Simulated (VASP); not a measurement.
**TaN: single point with r2SCAN**

Crystal: TaN.

```
Ta N
1.0
     0.00000    2.22258    2.17900
     2.17900    0.00000    2.17900
     2.17900    2.22258    0.00000
Ta N
1 1
Cartesian
  2.1790 2.2226 2.1790
  0.0000 0.0000 0.0000
```

This cell differs from its parent crystal: strain +0.0200 x Voigt [0, 1, 0, 0, 0, 0].

| Item | Value |
| --- | --- |
| Program | VASP 6.6.1 |
| Task | single point |
| Functional | r2SCAN |
| Potentials or basis | VASP PAW PBE potentials, release 64 (Ta_pv, N) |
| Cutoff | 520 eV |
| k mesh | 18 × 18 × 18 |
| Occupations | gaussian, width 0.15 eV |
| Spin | no spin polarisation |
| Dipole correction | no |
| Further INCAR settings | ALGO = Normal; EDIFF = 1e-06; NBANDS = 15 |

* Pressure: 4.6 GPa
* Band gap on the k mesh: zero (bands 8 and 9 overlap by 3.98 eV)

Stress tensor (GPa, compression positive):
```
 8.67  0.00  0.00
 0.00 -3.46  0.00
 0.00  0.00  8.67
```

Levels at points of the mesh, in eV from the Fermi level:
```tsv
k point	band 6	band 7	band 8	band 9	band 10	band 11
(0.00, 0.00, 0.00)	-4.16	-4.16	-2.36	-2.12	-2.12	-0.10
(0.50, 0.00, 0.00)	-8.08	-8.08	1.86	1.98	2.12	4.09
(0.50, 0.50, 0.00)	-5.70	-5.10	-5.04	2.20	3.43	3.72
(0.50, 0.00, 0.50)	-5.66	-4.97	-4.97	2.20	3.56	3.56
```

Wall time 2.1 min on 1 thread of Intel(R) Xeon(R) 6975P-C (Granite Rapids) (shared host), peak memory 0.27 GiB.

Caveat: the cell differs from its parent crystal (strain +0.0200 x Voigt [0, 1, 0, 0, 0, 0]); the cell stands under pressure; the PAW data sets were made with another functional, which shifts forces and pressure a little; spin-orbit coupling is left out, which moves the levels of the heavy elements.
